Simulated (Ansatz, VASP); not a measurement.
# CdCuI3 in VASP and in Ansatz

```
Cd Cu I
1.0
     5.37851    0.00000    0.00000
     0.00000    5.37851    0.00000
     0.00000    0.00000    5.37851
Cd Cu I
1 1 3
Cartesian
  0.0000 0.0000 0.0000
  2.6893 2.6893 2.6893
  0.0000 2.6893 2.6893
  2.6893 0.0000 2.6893
  2.6893 2.6893 0.0000
```

Alike in both runs: task relaxation of cell and atoms; functional PBE; k mesh 8 × 8 × 8; occupations gaussian, width 0.1 eV; no spin polarisation.

```csv
,VASP,Ansatz
version,VASP 6.6.1,Ansatz 0.2.0
potentials or method,"VASP PAW PBE potentials, release 64 (Cd, Cu, I), cutoff 600 eV","scalar-relativistic, plane waves, PAW"
valence electrons in the cell,44,90
```

|  | VASP | Ansatz | Ansatz less VASP |
| --- | --- | --- | --- |
| gap on the k mesh at the Fermi level, each at its own relaxed structure (eV) | none | none | - |
| relaxed volume (Å³/atom) | 32.69 | 32.63 | -0.062 |
| relaxed length of the cell vector where the two differ most in proportion (Å) | 5.467 | 5.464 | -0.0035 |

A gap of «none» marks a metal or a gap that the smearing closes. VASP's potentials hold 44 valence electrons a cell and Ansatz's 90, so a difference there can come from the potentials and not from the codes.

Spin-orbit coupling is off throughout.
